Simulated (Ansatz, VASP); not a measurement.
**PtPb in VASP and in Ansatz**

INCAR

```
PREC     = Accurate       # precision mode
ENCUT    = 520            # plane-wave cutoff, eV
EDIFF    = 1E-8           # SCF threshold, eV
ISMEAR   = -1             # smearing method
SIGMA    = 0.05           # smearing width, eV
LREAL    = False          # projectors in reciprocal space
LASPH    = True           # aspherical terms in the spheres
NELM     = 80             # most SCF steps
ALGO     = Normal         # electronic algorithm
ISIF     = 2              # what is computed and relaxed
LWAVE    = False          # write WAVECAR
LCHARG   = False          # write CHGCAR
LEFG     = True         
NBANDS   = 32             # bands
```

KPOINTS

```
regular mesh
0
Gamma
  10 10 7
```

POSCAR

```
PtPb
1.0
    4.2781474022      0.0000000000      0.0000000000
   -2.1390737011      3.7049843314      0.0000000000
    0.0000000000      0.0000000000      5.4921335034
Pt Pb
2 2
Direct
    0.3333333333      0.6666666667      0.2500000000
    0.6666666667      0.3333333333      0.7500000000
    0.0000000000      0.0000000000      0.0000000000
    0.0000000000      0.0000000000      0.5000000000
```

Input for Ansatz:

```yaml
crystal:
  lattice:
    - [4.2781474022, 0.0, 0.0]
    - [-2.1390737011, 3.7049843314, 0.0]
    - [0.0, 0.0, 5.4921335034]
  atoms:
    - { symbol: Pt, position: [0.3333333333, 0.6666666667, 0.25] }
    - { symbol: Pt, position: [0.6666666667, 0.3333333333, 0.75] }
    - { symbol: Pb, position: [0.0, 0.0, 0.0] }
    - { symbol: Pb, position: [0.0, 0.0, 0.5] }
kpoints:
  mp_grid: { grid: [10, 10, 7] }
scf:
  occupations: { method: fermi_dirac, width: 0.05 }
hamiltonian:
  xc: lda
  pseudopotentials: { kind: all_electron, datasets: crystal }
output:
  forces: true
  stress: true
  eigenvalues: true
  efg: { contact_densities: true }
```

Change from the starting cell: volume scaled by 1.02, crystal datasets.

Alike in both runs: task electric field gradients; functional LDA; k mesh 10 × 10 × 7; occupations fermi-dirac, width 0.05 eV; no spin polarisation.

|  | VASP | Ansatz |
| --- | --- | --- |
| version | VASP 6.6.1 | Ansatz 0.2.0 |
| potentials or method | VASP PAW LDA potentials, release 64 (Pt, Pb_d), cutoff 520 eV | all-electron PAW with datasets made for the crystal, scalar-relativistic |

|  | VASP | Ansatz | Ansatz less VASP |
| --- | --- | --- | --- |
| pressure (GPa) | 4.3 | 4.0 | -0.28 |
| traceless stress, the component that is largest in VASP (GPa) | 16.76 | 16.80 | +0.031 |
| size of Vzz on the site where it differs most (V/Å²) | 12.3 | 85.3 | +72.99 |

LDA's correlation is that of Perdew and Zunger in VASP and of Perdew and Wang (1992) in Ansatz. One of these differences is far larger than is usual between the two programs; its cause wasn't traced. Ansatz ran all-electron here, and VASP with PAW potentials.

Neither program's run includes spin-orbit coupling.
